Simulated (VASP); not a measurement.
# V (P6/mmm) in VASP: relaxation of shape and atoms at fixed volume with PBE

Aim: the relaxation of shape and atoms at fixed volume of V with PBE.

Program: VASP 6.6.1. These are calculated values, not measurements. Logs are shortened: lines on timing, memory, paths and dates and some standing lists are left out, and cuts for length are marked.

### 1 The cell of the first run

It takes space group P6/mmm (No. 191, hexagonal). Conventional cell: a = 3.580 Å, b = 3.580 Å, c = 1.922 Å, α = 90.00°, β = 90.00°, γ = 120.00°. V (site symmetry 6/mmm) has 14 V at 1.92 to 2.28 Å within 2.5 Å. Within 2.5 Å of V (site symmetry -6m2) lie 11 V at 1.92 to 2.28 Å.

This isn't the form of V at room conditions, which is bcc.

### 2 Relaxation of shape and atoms at fixed volume, PBE

The input, INCAR:

```
SYSTEM = V
PREC = Accurate
ENCUT = 600
EDIFF = 1E-7
ISMEAR = -1
SIGMA = 0.08
LREAL = .False.
LASPH = .True.
NELM = 100
ALGO = Normal
ISIF = 4
LWAVE = .False.
LCHARG = .False.
GGA = PE
IBRION = 2
NSW = 50
EDIFFG = -0.005
```

The input, KPOINTS:

```
regular mesh
0
Gamma
  8 8 12
  0 0 0
```

The input, POSCAR:

```
V
1.0
    3.5802157411      0.0000000000      0.0000000000
   -1.7901078705      3.1005577828      0.0000000000
    0.0000000000      0.0000000000      1.9215266322
V
3
Direct
    0.0000000000      0.0000000000      0.0000000000
    0.3333333333      0.6666666667      0.5000000000
    0.6666666667      0.3333333333      0.5000000000
```

Potentials or basis: VASP PAW PBE potentials, release 64 (V_sv).

On the command line:

```bash
cat potpaw_PBE.64/V_sv/POTCAR > POTCAR
mpirun -np 1 vasp_std > vasp.out
```

OUTCAR:

```text
SYSTEM = V
   PREC = Accurate
   ENCUT = 600
   EDIFF = 1E-7
   ISMEAR = -1
   LREAL = .False.
   LASPH = .True.
   NELM = 100
   ISIF = 4
   GGA = PE
   IBRION = 2
   NSW = 50
   EDIFFG = -0.005

 ion  position               nearest neighbor table
   1  0.000  0.000  0.000-   2 2.28   3 2.28   2 2.28   3 2.28   2 2.28   2 2.28   3 2.28   3 2.28
                             3 2.28   3 2.28   2 2.28   2 2.28
   2  0.333  0.667  0.500-   3 2.07   3 2.07   3 2.07   1 2.28   1 2.28   1 2.28   1 2.28   1 2.28
                             1 2.28   3 2.82   3 2.82   3 2.82   3 2.82   3 2.82   3 2.82
   3  0.667  0.333  0.500-   2 2.07   2 2.07   2 2.07   1 2.28   1 2.28   1 2.28   1 2.28   1 2.28
                             1 2.28   2 2.82   2 2.82   2 2.82   2 2.82   2 2.82   2 2.82

  LATTYP: Found a hexagonal cell.
 ALAT       =     3.5802157411
 C/A-ratio  =     0.5367069392

  Lattice vectors:

 A1 = (   3.5802157411,   0.0000000000,   0.0000000000)
 A2 = (  -1.7901078705,   3.1005577828,   0.0000000000)
 A3 = (   0.0000000000,   0.0000000000,   1.9215266322)

Analysis of symmetry for initial positions (statically):
=====================================================================
 Subroutine PRICEL returns:
 Original cell was already a primitive cell.

 Routine SETGRP: Setting up the symmetry group for a
 hexagonal supercell.

 Subroutine GETGRP returns: Found 24 space group operations
 (whereof 24 operations were pure point group operations)
 out of a pool of 24 trial point group operations.

The static configuration has the point symmetry D_6h.

Analysis of symmetry for dynamics (positions and initial velocities):
=====================================================================
 Subroutine PRICEL returns:
 Original cell was already a primitive cell.

 Routine SETGRP: Setting up the symmetry group for a
 hexagonal supercell.

 Subroutine GETGRP returns: Found 24 space group operations
 (whereof 24 operations were pure point group operations)
 out of a pool of 24 trial point group operations.

The dynamic configuration has the point symmetry D_6h.

 Subroutine INISYM returns: Found 24 space group operations
 (whereof 24 operations are pure point group operations),
 and found     1 'primitive' translations

----------------------------------------------------------------------------------------

                                     Primitive cell

  volume of cell :      21.3302

  direct lattice vectors                    reciprocal lattice vectors
     3.580215741  0.000000000  0.000000000     0.279312777  0.161261307  0.000000000
    -1.790107870  3.100557783  0.000000000     0.000000000  0.322522614  0.000000000
     0.000000000  0.000000000  1.921526632     0.000000000  0.000000000  0.520419537

  length of vectors
     3.580215741  3.580215741  1.921526632     0.322522614  0.322522614  0.520419537

  position of ions in fractional coordinates (direct lattice)
     0.000000000  0.000000000  0.000000000
     0.333333333  0.666666667  0.500000000
     0.666666667  0.333333333  0.500000000

  ion indices of the primitive-cell ions
   primitive index   ion index
                 1           1
                 2           2
                 3           3

----------------------------------------------------------------------------------------

 KPOINTS: regular mesh

Automatic generation of k-mesh.
 Grid dimensions read from file:
 generate k-points for:    8    8   12

 Generating k-lattice:

  Cartesian coordinates                     Fractional coordinates (reciprocal lattice)
     0.034914097  0.020157663  0.000000000     0.125000000  0.000000000  0.000000000
     0.000000000  0.040315327  0.000000000     0.000000000  0.125000000  0.000000000
     0.000000000  0.000000000  0.043368295     0.000000000  0.000000000  0.083333333

  Length of vectors
     0.040315327  0.040315327  0.043368295

  Shift w.r.t. Gamma in fractional coordinates (k-lattice)
     0.000000000  0.000000000  0.000000000

 Subroutine IBZKPT returns following result:
 ===========================================

 Found     70 irreducible k-points:

 Following reciprocal coordinates:
            Coordinates               Weight
  0.000000  0.000000  0.000000      1.000000
  0.125000 -0.000000  0.000000      6.000000
  0.250000 -0.000000  0.000000      6.000000
  0.375000  0.000000  0.000000      6.000000
  0.500000 -0.000000  0.000000      3.000000
  0.125000  0.125000  0.000000      6.000000
[... 16 lines left out ...]
  0.250000 -0.000000  0.166667     12.000000
  0.375000  0.000000  0.166667     12.000000
 [... further k-points ...]
   k-points           NKPTS =     70   k-points in BZ     NKDIM =     70   number of bands    NBANDS=     23
   number of dos      NEDOS =    301   number of ions     NIONS =      3
   total plane-waves  NPLWV =  14400
   dimension x,y,z NGX =    30 NGY =   30 NGZ =   16
   dimension x,y,z NGXF=    60 NGYF=   60 NGZF=   32
   ions per type =               3
   NGX,Y,Z   is equivalent  to a cutoff of  13.93, 13.93, 13.84 a.u.
   NGXF,Y,Z  is equivalent  to a cutoff of  27.86, 27.86, 27.69 a.u.
 SYSTEM =  V
   PREC   = accura    normal or accurate (medium, high low for compatibility)
   ISTART =      0    job   : 0-new  1-cont  2-samecut
   ICHARG =      2    charge: 1-file 2-atom 10-const
   ISPIN  =      1    spin polarized calculation?
   LNONCOLLINEAR =      F non collinear calculations
   LSORBIT =      F    spin-orbit coupling
   LASPH  =      T    aspherical Exc in radial PAW
   ENCUT  =  600.0 eV  44.10 Ry    6.64 a.u.   7.15  7.15  3.84*2*pi/ulx,y,z
   NELM   =    100;   NELMIN=  2; NELMDL= -5     # of ELM steps
   EDIFF  = 0.1E-06   stopping-criterion for ELM
   LREAL  =      F    real-space projection
   EDIFFG = -.5E-02   stopping-criterion for IOM
   NSW    =     50    number of steps for IOM
   IBRION =      2    ionic relax: 0-MD 1-quasi-New 2-CG
   NFREE  =      1    steps in history (QN), initial steepest desc. (CG)
   ISIF   =      4    stress and relaxation
   ISYM   =      2    0-nonsym 1-usesym 2-fastsym
   POTIM  = 0.5000    time-step for ionic-motion
   TEBEG  =    0.0;   TEEND  =   0.0 temperature during run
   PSTRESS=    0.0 pullay stress
   NELECT =      39.0000    total number of electrons
   NUPDOWN=      -1.0000    fix difference up-down
   EMIN   =  10.00;   EMAX   =-10.00  energy-range for DOS
   EFERMI =   0.00;   METHOD = LEGACY
   ISMEAR =    -1;   SIGMA  =   0.08  broadening in eV -4-tet -1-fermi 0-gaus
   EFERMI_NEDOS =   21; number of points for ismear=-14 and -15
   IALGO  =     38    algorithm
   IMIX   =      4    mixing-type and parameters
     AMIX     =   0.40;   BMIX     =  1.00
     AMIX_MAG =   1.60;   BMIX_MAG =  1.00
  volume/ion in A,a.u.               =       7.11        47.98
  Fermi-wavevector in a.u.,A,eV,Ry     =   2.001849  3.782945 54.523956  4.007398
  Thomas-Fermi vector in A             =   3.016960
   LORBIT       =      0    0 simple, 1 ext, 2 COOP (PROOUT), +10 PAW based schemes
   GGA     = PE    functional components
   LHFCALC =     F    Hartree Fock is set to
   AEXX    =    0.0000 exact exchange contribution
   IVDW    =     0    specifies the selected vdW correction
   LEPSILON=     F    determine dielectric tensor
   LRPA    =     F    only Hartree local field effects (RPA)
 conjugate gradient relaxation of ions
 non-spin polarized calculation
  energy-cutoff  :      600.00
  volume of cell :       21.33
 maximum number of plane-waves:       728
 NGX is ok and might be reduce to    30
   NGX = 15   NGY = 15   NGZ =  7

--------------------------------------- Ionic step        1  -------------------------------------------

 number of electron      39.0000014 magnetization

 Free energy of the ion-electron system (eV)
  ---------------------------------------------------
  ext. energy  EPLUGINS =         0.00000000
  ---------------------------------------------------
  free energy    TOTEN  =       -12.22897725 eV

  energy without entropy =      -12.18662469  energy(sigma->0) =      -12.20780097

------------------------ aborting loop because EDIFF is reached ----------------------------------------

  FORCE on cell =-STRESS in cart. coord.  units (eV):
  Direction    XX          YY          ZZ          XY          YZ          ZX
  --------------------------------------------------------------------------------------
  -------------------------------------------------------------------------------------
  Total       50.4426537     50.4426537     57.1675600      0.0000000     -0.0000000     -0.0000000
  in kB     3788.8993916   3788.8993915   4294.0273256      0.0000001     -0.0000000     -0.0000000
  external PRESSURE =    3957.2753695 kB  Pullay stress =       0.0000000 kB
[... 92 lines left out ...]
  FREE ENERGIE OF THE ION-ELECTRON SYSTEM (eV)
  ---------------------------------------------------
  free  energy   TOTEN  =       -12.3049927434 eV

  energy  without entropy=      -12.2636366279  energy(sigma->0) =      -12.28431469

[... ionic steps 4 to 16 ...]

--------------------------------------- Ionic step       17  -------------------------------------------

 number of electron      39.0000017 magnetization

------------------------ aborting loop because EDIFF is reached ----------------------------------------

  FORCE on cell =-STRESS in cart. coord.  units (eV):
  Direction    XX          YY          ZZ          XY          YZ          ZX
  --------------------------------------------------------------------------------------
  -------------------------------------------------------------------------------------
  Total       52.2075027     52.2075027     52.2360795      0.0000000     -0.0000000     -0.0000000
  in kB     3921.4625061   3921.4625055   3923.6089938      0.0000007     -0.0000000     -0.0000000
  external PRESSURE =    3922.1780018 kB  Pullay stress =       0.0000000 kB
[... 59 lines left out ...]
  energy  without entropy=      -12.2637254532  energy(sigma->0) =      -12.28439792

--------------------------------------- Ionic step       19  -------------------------------------------

 number of electron      39.0000017 magnetization

 Free energy of the ion-electron system (eV)
  ---------------------------------------------------
  ext. energy  EPLUGINS =         0.00000000
  ---------------------------------------------------
  free energy    TOTEN  =       -12.30507077 eV

  energy without entropy =      -12.26372790  energy(sigma->0) =      -12.28439933

 E-fermi :  20.7101     XC(G=0): -16.7931

 val. band max:       20.6861174061   @ k =   0.1250  -0.0000   0.3333
 cond. band min:      20.7377348871   @ k =   0.1250  -0.0000   0.0000
 fundamental gap:      0.0516174810
 Fermi energy:        20.7101321847

 k-point     1 :       0.0000    0.0000    0.0000
  band No.  band energies     occupation
      1     -44.5774      2.00000
      2     -42.7538      2.00000
      3     -42.6009      2.00000
      4     -18.8184      2.00000
      5     -18.8184      2.00000
      6     -18.1743      2.00000
[... 613 lines left out ...]
     22      22.4522      0.00000
     23      22.4808      0.00000

 [... further k-points ...]

------------------------ aborting loop because EDIFF is reached ----------------------------------------

  FORCE on cell =-STRESS in cart. coord.  units (eV):
  Direction    XX          YY          ZZ          XY          YZ          ZX
  --------------------------------------------------------------------------------------
  -------------------------------------------------------------------------------------
  Total       52.2150732     52.2150732     52.2207079      0.0000000     -0.0000000     -0.0000000
  in kB     3922.0311501   3922.0311493   3922.4543862      0.0000009     -0.0000000     -0.0000000
  external PRESSURE =    3922.1722285 kB  Pullay stress =       0.0000000 kB
[... 18 lines left out ...]
  FREE ENERGIE OF THE ION-ELECTRON SYSTEM (eV)
  ---------------------------------------------------
  free  energy   TOTEN  =       -12.3050707723 eV

  energy  without entropy=      -12.2637278976  energy(sigma->0) =      -12.28439933

 reached required accuracy - stopping structural energy minimisation
```

Run time: 6.7 min. Hardware: 1 thread of Intel Xeon 8259CL, shared host; peak memory 0.17 GiB.

What came out:

```
Free energy               : -12.3051 eV
Energy gained by relaxing : 25.4 meV/atom
Ionic steps               : 19
Pressure after relaxing   : 392.2 GPa
Band gap on the k mesh    : zero (an odd number of electrons rules out a gap without spin polarisation)
```

Step by step:
| step | energy change (eV) | largest force (eV/Å) | pressure (GPa) | volume (Å³) |
| --- | --- | --- | --- | --- |
| 1 | 0.0000 | 0.0000 | 395.73 | 21.33 |
| 2 | 0.1884 | 0.0000 | 388.35 | 21.33 |
| 3 | -0.0760 | 0.0000 | 392.31 | 21.33 |
| 4 | -0.0761 | 0.0000 | 392.18 | 21.33 |
| 5 | -0.0761 | 0.0000 | 392.24 | 21.33 |
| 6 | -0.0761 | 0.0000 | 392.22 | 21.33 |
| 7 | -0.0761 | 0.0000 | 392.22 | 21.33 |
| 8 | -0.0761 | 0.0000 | 392.22 | 21.33 |
| 9 | -0.0761 | 0.0000 | 392.22 | 21.33 |
| 10 | -0.0761 | 0.0000 | 392.22 | 21.33 |
| 11 | -0.0761 | 0.0000 | 392.22 | 21.33 |
| 12 | -0.0761 | 0.0000 | 392.22 | 21.33 |
| 13 | -0.0761 | 0.0000 | 392.22 | 21.33 |
| 14 | -0.0761 | 0.0000 | 392.22 | 21.33 |
| 15 | -0.0761 | 0.0000 | 392.22 | 21.33 |
| 16 | -0.0761 | 0.0000 | 392.22 | 21.33 |
| 17 | -0.0761 | 0.0000 | 392.22 | 21.33 |
| 18 | -0.0761 | 0.0000 | 392.22 | 21.33 |
| 19 | -0.0761 | 0.0000 | 392.22 | 21.33 |

Final structure:
```yaml
crystal:
  lattice:
    - [3.53929, 0.00000, 0.00000]
    - [-1.76965, 3.06512, 0.00000]
    - [0.00000, 0.00000, 1.96622]
  atoms:
    - { symbol: V, position: [0.00000, 0.00000, 0.00000] }
    - { symbol: V, position: [0.33333, 0.66667, 0.50000] }
    - { symbol: V, position: [0.66667, 0.33333, 0.50000] }
```

Caveat: atoms lie so close that the PAW spheres overlap strongly, which falsifies energies and pressures.

The gap in the log of VASP goes by the Fermi energy; the results here count the filled bands.